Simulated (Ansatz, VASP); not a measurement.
# ZrS: VASP beside Ansatz

Contents of POSCAR:

```
ZrS
1.0
    0.0000000000      2.5856250000      2.6250000000
    2.6643750000      0.0000000000      2.6250000000
    2.6643750000      2.5856250000      0.0000000000
Zr S
1 1
Direct
    0.0000000000      0.0000000000      0.0000000000
    0.5000000000      0.5000000000      0.5000000000
```

Contents of INCAR.step1:

```
ALGO = Normal
EDIFF = 1E-4
ENCUT = 520
GGA = PE
ISMEAR = 0
LASPH = True
LCHARG = False
LREAL = False
LWAVE = True
NBANDS = 16
NELM = 80
PREC = Accurate
SIGMA = 0.15
```

File INCAR.step2:

```
ALGO = Normal
EDIFF = 1E-6
ENCUT = 520
ISIF = 2
ISMEAR = 0
ISTART = 1
LASPH = True
LCHARG = False
LMIXTAU = True
LREAL = False
LWAVE = False
METAGGA = R2SCAN
NBANDS = 16
NELM = 80
PREC = Accurate
SIGMA = 0.15
```

KPOINTS

```
k-points
0
Gamma
  16 16 16
```

Input for Ansatz:

```yaml
crystal:
  lattice:
    - [0.0, 2.585625, 2.625]
    - [2.664375, 0.0, 2.625]
    - [2.664375, 2.585625, 0.0]
  atoms:
    - { symbol: Zr, position: [0.0, 0.0, 0.0] }
    - { symbol: S, position: [0.5, 0.5, 0.5] }
basis:
  ecutwfc: 500
kpoints:
  mp_grid: { grid: [16, 16, 16] }
hamiltonian:
  xc: r2scan
scf:
  occupations: { method: gaussian, width: 0.15 }
output:
  forces: true
  stress: true
  eigenvalues: true
```

Change from the starting cell: strain +0.0150 x Voigt [1, -1, 0, 0, 0, 0], atoms carried along.

Alike in both runs: task single point; functional r2SCAN; k mesh 16 × 16 × 16; occupations gaussian, width 0.15 eV; no spin polarisation.

|  | VASP | Ansatz |
| --- | --- | --- |
| version | VASP 6.6.1 | Ansatz 0.2.0 |
| potentials or method | VASP PAW PBE potentials, release 64 (Zr_sv, S), cutoff 520 eV | scalar-relativistic, plane waves, PAW |
| valence electrons in the cell | 18 | 18 |

|  | VASP | Ansatz | Ansatz less VASP |
| --- | --- | --- | --- |
| gap on the k mesh at the Fermi level (eV) | none | none | - |
| pressure (GPa) | -1.7 | -1.7 | +0.01 |
| traceless stress, the component that is largest in VASP (GPa) | 4.13 | 4.12 | -0.009 |

VASP's potentials were made for PBE, not for r2SCAN. A gap of «none» marks a metal or a gap that the smearing closes.
